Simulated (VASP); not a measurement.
InSb3, 4 atoms in the cell. It takes space group Fm-3m (No. 225, cubic). The conventional cell has a = 7.324 Å, b = 7.324 Å, c = 7.324 Å, α = 90.00°, β = 90.00°, γ = 90.00°. In (site symmetry m-3m) has 14 Sb at 3.17 to 3.66 Å within 4.2 Å. Within 4.2 Å of Sb (site symmetry -43m) lie 4 In at 3.17 Å and 10 Sb at 3.17 to 3.66 Å. Sb (site symmetry m-3m) has 8 Sb at 3.17 Å and 6 In at 3.66 Å within 4.2 Å. 

- Program: VASP 6.6.1
- Task: single point
- Functional: PBEsol
- Dispersion: D3(BJ)
- Potentials or basis: VASP PAW PBE potentials, release 64 (In_d, Sb)
- Cutoff: 500 eV
- k mesh: 10 × 10 × 10
- Occupations: gaussian, width 0.1 eV
- Spin: no spin polarisation
- Dipole correction: no
- Further INCAR settings: ALGO = Normal; EDIFF = 1e-06; NBANDS = 22

Potentials or basis: VASP PAW PBE potentials, release 64 (In_d, Sb).

Run with:

```console
$ cat potpaw_PBE.64/In_d/POTCAR potpaw_PBE.64/Sb/POTCAR > POTCAR
$ mpirun -np 1 vasp_std > vasp.out
```

Hardware: 1 thread of Intel Xeon 8259CL, on a shared host.

Problem. How long does it take, and how much memory?

Solution. It took 2.5 min on 1 thread of Intel Xeon 8259CL (shared host), peak memory 0.3 GiB. Counts: scf iterations 11, k points 47.
